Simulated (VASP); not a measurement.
# La (Pm-3m) in VASP: further runs, part 2 of 2

VASP 6.6.1.

**3. Single point, LDA**

Input file INCAR:

```
PREC     = Accurate       # precision mode
ENCUT    = 520            # plane-wave cutoff, eV
EDIFF    = 1E-7           # SCF threshold, eV
ISMEAR   = -1             # smearing method
SIGMA    = 0.1            # smearing width, eV
LREAL    = False          # projectors in reciprocal space
LASPH    = True           # aspherical terms in the spheres
NELM     = 80             # most SCF steps
ALGO     = Normal         # electronic algorithm
ISIF     = 2              # what is computed and relaxed
LWAVE    = False          # write WAVECAR
LCHARG   = False          # write CHGCAR
NBANDS   = 12             # bands
```

Input file KPOINTS:

```
Automatic mesh
0
Gamma
  15 15 15
```

Input file POSCAR:

```
La
1.0
    2.5795428576      0.0000000000      0.0000000000
    0.0000000000      2.5795428576      0.0000000000
    0.0000000000      0.0000000000      2.5795428576
La
1
Direct
    0.0000000000      0.0000000000      0.0000000000
```

Potentials or basis: VASP PAW LDA potentials, release 64 (La).

Started as:

```
cat potpaw_LDA.64/La/POTCAR > POTCAR
mpirun -np 1 vasp_std > vasp.out
```

OUTCAR:

```text
PREC = Accurate
   ENCUT = 520
   EDIFF = 1E-7
   ISMEAR = -1
   LREAL = False
   LASPH = True
   NELM = 80
   ISIF = 2

 ion  position               nearest neighbor table
   1  0.000  0.000  0.000-

  LATTYP: Found a simple cubic cell.
 ALAT       =     2.5795428576

  Lattice vectors:

 A1 = (   2.5795428576,   0.0000000000,   0.0000000000)
 A2 = (   0.0000000000,   2.5795428576,   0.0000000000)
 A3 = (   0.0000000000,   0.0000000000,   2.5795428576)

Analysis of symmetry for initial positions (statically):
=====================================================================
 Subroutine PRICEL returns:
 Original cell was already a primitive cell.

 Routine SETGRP: Setting up the symmetry group for a
 simple cubic supercell.

 Subroutine GETGRP returns: Found 48 space group operations
 (whereof 48 operations were pure point group operations)
 out of a pool of 48 trial point group operations.

The static configuration has the point symmetry O_h .

Analysis of symmetry for dynamics (positions and initial velocities):
=====================================================================
 Subroutine PRICEL returns:
 Original cell was already a primitive cell.

 Routine SETGRP: Setting up the symmetry group for a
 simple cubic supercell.

 Subroutine GETGRP returns: Found 48 space group operations
 (whereof 48 operations were pure point group operations)
 out of a pool of 48 trial point group operations.

The dynamic configuration has the point symmetry O_h .

 Subroutine INISYM returns: Found 48 space group operations
 (whereof 48 operations are pure point group operations),
 and found     1 'primitive' translations

----------------------------------------------------------------------------------------

                                     Primitive cell

  volume of cell :      17.1644

  direct lattice vectors                    reciprocal lattice vectors
     2.579542858  0.000000000  0.000000000     0.387665589  0.000000000  0.000000000
     0.000000000  2.579542858  0.000000000     0.000000000  0.387665589  0.000000000
     0.000000000  0.000000000  2.579542858     0.000000000  0.000000000  0.387665589

  length of vectors
     2.579542858  2.579542858  2.579542858     0.387665589  0.387665589  0.387665589

  position of ions in fractional coordinates (direct lattice)
     0.000000000  0.000000000  0.000000000

  ion indices of the primitive-cell ions
   primitive index   ion index
                 1           1

----------------------------------------------------------------------------------------

 KPOINTS: Automatic mesh

Automatic generation of k-mesh.
 Grid dimensions read from file:
 generate k-points for:   15   15   15

 Generating k-lattice:

  Cartesian coordinates                     Fractional coordinates (reciprocal lattice)
     0.025844373  0.000000000  0.000000000     0.066666667  0.000000000  0.000000000
     0.000000000  0.025844373  0.000000000     0.000000000  0.066666667  0.000000000
     0.000000000  0.000000000  0.025844373     0.000000000  0.000000000  0.066666667

  Length of vectors
     0.025844373  0.025844373  0.025844373

  Shift w.r.t. Gamma in fractional coordinates (k-lattice)
     0.000000000  0.000000000  0.000000000

 Subroutine IBZKPT returns following result:
 ===========================================

 Found    120 irreducible k-points:

 Following reciprocal coordinates:
            Coordinates               Weight
  0.000000  0.000000  0.000000      1.000000
  0.066667  0.000000  0.000000      6.000000
  0.133333  0.000000  0.000000      6.000000
  0.200000  0.000000  0.000000      6.000000
  0.266667  0.000000  0.000000      6.000000
  0.333333  0.000000  0.000000      6.000000
[... 16 lines left out ...]
  0.266667  0.200000  0.000000     24.000000
  0.333333  0.200000  0.000000     24.000000
 [... further k-points ...]
   k-points           NKPTS =    120   k-points in BZ     NKDIM =    120   number of bands    NBANDS=     12
   number of dos      NEDOS =    301   number of ions     NIONS =      1
   total plane-waves  NPLWV =   8000
   dimension x,y,z NGX =    20 NGY =   20 NGZ =   20
   dimension x,y,z NGXF=    40 NGYF=   40 NGZF=   40
   ions per type =               1
   NGX,Y,Z   is equivalent  to a cutoff of  12.89, 12.89, 12.89 a.u.
   NGXF,Y,Z  is equivalent  to a cutoff of  25.78, 25.78, 25.78 a.u.
 SYSTEM =  unknown system
   PREC   = accura    normal or accurate (medium, high low for compatibility)
   ISTART =      0    job   : 0-new  1-cont  2-samecut
   ICHARG =      2    charge: 1-file 2-atom 10-const
   ISPIN  =      1    spin polarized calculation?
   LNONCOLLINEAR =      F non collinear calculations
   LSORBIT =      F    spin-orbit coupling
   LASPH  =      T    aspherical Exc in radial PAW
   ENCUT  =  520.0 eV  38.22 Ry    6.18 a.u.   4.80  4.80  4.80*2*pi/ulx,y,z
   NELM   =     80;   NELMIN=  2; NELMDL= -5     # of ELM steps
   EDIFF  = 0.1E-06   stopping-criterion for ELM
   LREAL  =      F    real-space projection
   EDIFFG = 0.1E-05   stopping-criterion for IOM
   NSW    =      0    number of steps for IOM
   IBRION =     -1    ionic relax: 0-MD 1-quasi-New 2-CG
   NFREE  =      0    steps in history (QN), initial steepest desc. (CG)
   ISIF   =      2    stress and relaxation
   ISYM   =      2    0-nonsym 1-usesym 2-fastsym
   POTIM  = 0.5000    time-step for ionic-motion
   TEBEG  =    0.0;   TEEND  =   0.0 temperature during run
   PSTRESS=    0.0 pullay stress
   NELECT =      11.0000    total number of electrons
   NUPDOWN=      -1.0000    fix difference up-down
   EMIN   =  10.00;   EMAX   =-10.00  energy-range for DOS
   EFERMI =   0.00;   METHOD = LEGACY
   ISMEAR =    -1;   SIGMA  =   0.10  broadening in eV -4-tet -1-fermi 0-gaus
   EFERMI_NEDOS =   21; number of points for ismear=-14 and -15
   IALGO  =     38    algorithm
   IMIX   =      4    mixing-type and parameters
     AMIX     =   0.40;   BMIX     =  1.00
     AMIX_MAG =   1.60;   BMIX_MAG =  1.00
  volume/ion in A,a.u.               =      17.16       115.83
  Fermi-wavevector in a.u.,A,eV,Ry     =   1.411442  2.667238 27.105091  1.992168
  Thomas-Fermi vector in A             =   2.533293
   LORBIT       =      0    0 simple, 1 ext, 2 COOP (PROOUT), +10 PAW based schemes
   GGA     = CA    functional components
   LHFCALC =     F    Hartree Fock is set to
   AEXX    =    0.0000 exact exchange contribution
   IVDW    =     0    specifies the selected vdW correction
   LEPSILON=     F    determine dielectric tensor
   LRPA    =     F    only Hartree local field effects (RPA)
 non-spin polarized calculation
  energy-cutoff  :      520.00
  volume of cell :       17.16
 maximum number of plane-waves:       472
 NGX is ok and might be reduce to    20
   NGX =  9   NGY =  9   NGZ =  9

 number of electron      11.0000001 magnetization

 Free energy of the ion-electron system (eV)
  ---------------------------------------------------
  ext. energy  EPLUGINS =         0.00000000
  ---------------------------------------------------
  free energy    TOTEN  =        -3.04324484 eV

  energy without entropy =       -2.99783121  energy(sigma->0) =       -3.02053802

 E-fermi :  17.8812     XC(G=0): -13.2205

 val. band max:       17.8767871589   @ k =   0.2667   0.0667   0.0667
 cond. band min:      17.9024997832   @ k =   0.3333   0.1333   0.0000
 fundamental gap:      0.0257126243
 Fermi energy:        17.8812116419

 k-point     1 :       0.0000    0.0000    0.0000
  band No.  band energies     occupation
      1     -17.1120      2.00000
      2       5.2699      2.00000
      3       5.2699      2.00000
      4       5.2699      2.00000
      5      15.0518      2.00000
      6      15.0518      2.00000
      7      17.9318      0.75246
      8      21.1496      0.00000
      9      21.1496      0.00000
     10      21.1496      0.00000
     11      22.6969      0.00000
     12      22.6969      0.00000
[... 331 lines left out ...]
 k-point    24 :       0.3333    0.2000    0.0000
  band No.  band energies     occupation
      1     -15.1082      2.00000
      2      -1.4131      2.00000
      3       2.5081      2.00000
      4       6.7669      2.00000
      5      16.7218      1.99998
      6      17.6023      1.88413
      7      19.8329      0.00000
      8      21.3635      0.00000
      9      21.8252      0.00000
     10      21.9090      0.00000
     11      22.1058      0.00000
     12      22.9971      0.00000

 [... further k-points ...]

------------------------ aborting loop because EDIFF is reached ----------------------------------------

  FORCE on cell =-STRESS in cart. coord.  units (eV):
  Direction    XX          YY          ZZ          XY          YZ          ZX
  --------------------------------------------------------------------------------------
  -------------------------------------------------------------------------------------
  Total        9.9026044      9.9026044      9.9026044      0.0000000     -0.0000000      0.0000000
  in kB      924.3400461    924.3400461    924.3400461      0.0000000     -0.0000000      0.0000000
  external PRESSURE =     924.3400461 kB  Pullay stress =       0.0000000 kB

 VOLUME and BASIS-vectors are now :
 -----------------------------------------------------------------------------
  energy-cutoff  :      520.00
  volume of cell :       17.16
      direct lattice vectors                 reciprocal lattice vectors
     2.579542858  0.000000000  0.000000000     0.387665589  0.000000000  0.000000000
     0.000000000  2.579542858  0.000000000     0.000000000  0.387665589  0.000000000
     0.000000000  0.000000000  2.579542858     0.000000000  0.000000000  0.387665589

 POSITION                                       TOTAL-FORCE (eV/Angst)
 -----------------------------------------------------------------------------------
      0.00000      0.00000      0.00000         0.000000      0.000000      0.000000
 -----------------------------------------------------------------------------------
    total drift:                               -0.000000     -0.000000     -0.000000

  FREE ENERGIE OF THE ION-ELECTRON SYSTEM (eV)
  ---------------------------------------------------
  free  energy   TOTEN  =        -3.0432448384 eV

  energy  without entropy=       -2.9978312083  energy(sigma->0) =       -3.02053802
```

It took 15 s on 1 thread of AMD EPYC 9R45 (Zen 5), shared host; peak memory 0.12 GiB.

Results:

```yaml
Free_energy: -3.0432 eV
Pressure: 92.4 GPa
```

Caveat: spin-orbit coupling is left out, which moves the levels of the heavy elements.

**4. Relaxation of cell and atoms, LDA, target pressure 92 GPa, at which the enthalpy is minimised**

This run uses another cell than the first one, of 16.81 Å³/atom, 0.978 times its volume.

Input file INCAR:

```
PREC = Accurate
ENCUT = 600
EDIFF = 1E-6
ISMEAR = -1
SIGMA = 0.1
LREAL = False
LASPH = True
NELM = 80
ALGO = Normal
ISIF = 3
LWAVE = False
LCHARG = False
GGA = CA
IBRION = 2
NSW = 60
EDIFFG = -0.005
PSTRESS = 920.0
```

Input file KPOINTS:

```
regular mesh
0
Gamma
  15 15 15
```

Input file POSCAR:

```
La
1.0
    2.5614677464      0.0000000000      0.0000000000
    0.0000000000      2.5614677464      0.0000000000
    0.0000000000      0.0000000000      2.5614677464
La
1
Direct
    0.0000000000      0.0000000000      0.0000000000
```

Started as:

```
cat potpaw_LDA.64/La/POTCAR > POTCAR
mpirun -np 1 vasp_std > vasp.out
```

It took 29 s on 1 thread of AMD EPYC 9R45 (Zen 5), shared host; peak memory 0.13 GiB.

The run converged. Its results:

| Quantity | Value |
| --- | --- |
| Free energy | -3.0541 eV |
| Relaxed volume | 17.18 Å³/atom |
| Relaxed cell | a = 2.580 Å, b = 2.580 Å, c = 2.580 Å, α = 90.00°, β = 90.00°, γ = 90.00° |
| Space group after relaxing (to 0.05 Å) | Pm-3m (No. 221) |
| Energy change on relaxing (the enthalpy is what falls) | -227.6 meV/atom |
| Ionic steps | 4 |
| Pressure after relaxing | 92.0 GPa |

Step by step:
| step | energy change (eV) | largest force (eV/Å) | pressure (GPa) | volume (Å³) |
| --- | --- | --- | --- | --- |
| 1 | 0.0000 | 0.0000 | 101.87 | 16.81 |
| 2 | -1.2067 | 0.0000 | 50.36 | 19.45 |
| 3 | -0.2438 | 0.0000 | 91.28 | 17.21 |
| 4 | -0.2276 | 0.0000 | 91.99 | 17.18 |

Final structure:
```yaml
crystal:
  lattice:
    - [2.58045, 0.00000, 0.00000]
    - [0.00000, 2.58045, 0.00000]
    - [0.00000, 0.00000, 2.58045]
  atoms:
    - { symbol: La, position: [0.00000, 0.00000, 0.00000] }
```

Levels at points of the mesh, in eV from the Fermi level:
```tsv
k point	band 3	band 4	band 5	band 6	band 7	band 8
(0.00, 0.00, 0.00)	-12.62	-12.62	-2.83	-2.83	0.04	3.27
```

Caveat: the cell is relaxed towards a set pressure, so the enthalpy falls and the energy may rise; spin-orbit coupling is left out, which moves the levels of the heavy elements.

**5. Relaxation of cell and atoms, LDA, target pressure 92 GPa, at which the enthalpy is minimised**

Input file INCAR:

```
PREC = Accurate ; ENCUT = 600
EDIFF = 1E-6 ; ISMEAR = -1
SIGMA = 0.1 ; LREAL = F
LASPH = T ; NELM = 60
ALGO = Normal ; ISIF = 3
LWAVE = F ; LCHARG = F
GGA = CA ; IBRION = 2
NSW = 32 ; EDIFFG = -0.005
PSTRESS = 920.0
```

KPOINTS is that of step 4.

Input file POSCAR:

```
La
1.0
    2.5808079417      0.0000000000      0.0000000000
    0.0000000000      2.5808079417      0.0000000000
    0.0000000000      0.0000000000      2.5808079417
La
1
Direct
    0.0000000000      0.0000000000      0.0000000000
```

Started as:

```
cat potpaw_LDA.64/La/POTCAR > POTCAR
mpirun -np 1 vasp_std > vasp.out
```

Run time: 26 s. Hardware: 1 thread of AMD EPYC 9R45 (Zen 5), shared host; peak memory 0.13 GiB.

It converged, with:

```
Free energy                                            : -3.0539 eV
Relaxed volume                                         : 17.18 Å³/atom
Relaxed cell                                           : a = 2.580 Å, b = 2.580 Å, c = 2.580 Å, α = 90.00°, β = 90.00°, γ = 90.00°
Space group after relaxing (to 0.05 Å)                 : Pm-3m (No. 221)
Energy change on relaxing (the enthalpy is what falls) : +4.3 meV/atom
Ionic steps                                            : 3
Pressure after relaxing                                : 92.0 GPa
```

The path:
```csv
step,energy change (eV),largest force (eV/Å),pressure (GPa),volume (Å³)
1,0.0000,0.0000,91.84,17.19
2,0.0253,0.0000,92.97,17.15
3,0.0043,0.0000,92.02,17.18
```

Final structure:
```
CELL_PARAMETERS angstrom
2.58043 0.00000 0.00000
0.00000 2.58043 0.00000
0.00000 0.00000 2.58043
ATOMIC_POSITIONS crystal
La 0.00000 0.00000 0.00000
```

Levels at points of the mesh, in eV from the Fermi level:
```
           k point  band 3  band 4  band 5  band 6  band 7  band 8
(0.00, 0.00, 0.00)  -12.62  -12.62   -2.83   -2.83    0.04    3.27
```

Caveat: the cell is relaxed towards a set pressure, so the enthalpy falls and the energy may rise; spin-orbit coupling is left out, which moves the levels of the heavy elements.

**6. Summary**

```tsv
task	cell	cutoff (eV)	gap on the mesh (eV)	pressure (GPa)
single point	a = 2.581 Å, 1 atom	520	none	91.8
single point	a = 2.580 Å, 1 atom	520	none	92.4
relaxation of cell and atoms	relaxed to 92 GPa from a = 2.561 Å, 1 atom	600	none	92.0
relaxation of cell and atoms	relaxed to 92 GPa from a = 2.581 Å, 1 atom	600	none	92.0
```

Alike in all rows: level LDA; potentials or basis VASP PAW LDA potentials, release 64 (La); no spin polarisation; k mesh 15 × 15 × 15; smearing fermi-dirac 0.1 eV.

Caveats: spin-orbit coupling is left out, which moves the levels of the heavy elements; the cell is relaxed towards a set pressure, so the enthalpy falls and the energy may rise (some runs).

Total energies depend on the potentials used, so only differences within one code and one set of settings carry meaning.
